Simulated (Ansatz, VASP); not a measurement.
Two plane-wave programs on BAs

POSCAR

```
BAs
1.0
    0.0000000000      2.3918676044      2.3918676044
    2.3918676044      0.0000000000      2.3918676044
    2.3918676044      2.3918676044      0.0000000000
B As
1 1
Direct
    0.0000000000      0.0000000000      0.0000000000
    0.2500000000      0.2500000000      0.2500000000
```

INCAR.step1

```
SYSTEM = BAs
PREC = Accurate
ENCUT = 520
EDIFF = 1E-5
ISMEAR = 0
SIGMA = 0.01
LREAL = .FALSE.
LASPH = .TRUE.
NELM = 80
ALGO = Normal
ISIF = 2
LWAVE = .TRUE.
LCHARG = .FALSE.
GGA = PE
NBANDS = 11
```

Contents of INCAR.step2:

```
SYSTEM = BAs
PREC = Accurate
ENCUT = 520
EDIFF = 1E-6
ISMEAR = 0
SIGMA = 0.01
LREAL = .FALSE.
LASPH = .TRUE.
NELM = 80
ALGO = Normal
ISIF = 2
LWAVE = .FALSE.
LCHARG = .FALSE.
GGA = PE
LHFCALC = .TRUE.
AEXX = 0.15
HFSCREEN = 0.3
PRECFOCK = Normal
ISTART = 1
NBANDS = 11
```

The input KPOINTS:

```
Automatic mesh
0
G
  4 4 4
  0 0 0
```

Input for Ansatz:

```yaml
crystal:
  lattice:
    - [0.0, 2.3918676044, 2.3918676044]
    - [2.3918676044, 0.0, 2.3918676044]
    - [2.3918676044, 2.3918676044, 0.0]
  atoms:
    - { symbol: B, position: [0.0, 0.0, 0.0] }
    - { symbol: As, position: [0.25, 0.25, 0.25] }
kpoints:
  mp_grid: { grid: [4, 4, 4] }
hamiltonian:
  xc: { exchange: pbe, correlation: pbe, exx: { coeff: 0.15, omega: 0.3 } }
scf:
  occupations: { method: fixed }
  n_extra_bands: 4
output:
  forces: true
  stress: true
  eigenvalues: true
```

Alike in both runs: task single point; functional PBE-based screened hybrid with a share of 0.15 of exact exchange and HFSCREEN = 0.3; k mesh 4 × 4 × 4; no spin polarisation.

```csv
,VASP,Ansatz
version,VASP 6.6.1,Ansatz 0.2.0
potentials or method,"VASP PAW PBE potentials, release 64 (B, As)",plane waves
plane-wave cutoff (eV),520,420
occupations,"gaussian, width 0.01 eV",fixed
valence electrons in the cell,8,18
```

|  | VASP | Ansatz | Ansatz less VASP |
| --- | --- | --- | --- |
| gap on the k mesh at the Fermi level (eV) | 1.72 | 1.72 | +0.001 |
| pressure (GPa) | 1.2 | 1.0 | -0.20 |

VASP's potentials were made for PBE, not for PBE-based screened hybrid. VASP's potentials hold 8 valence electrons a cell and Ansatz's 18, so a difference there can come from the potentials and not from the codes. Ansatz's warnings: stress exchange threshold loose, stress scf threshold loose.

The k mesh is coarse, so the values compare programs but aren't converged.
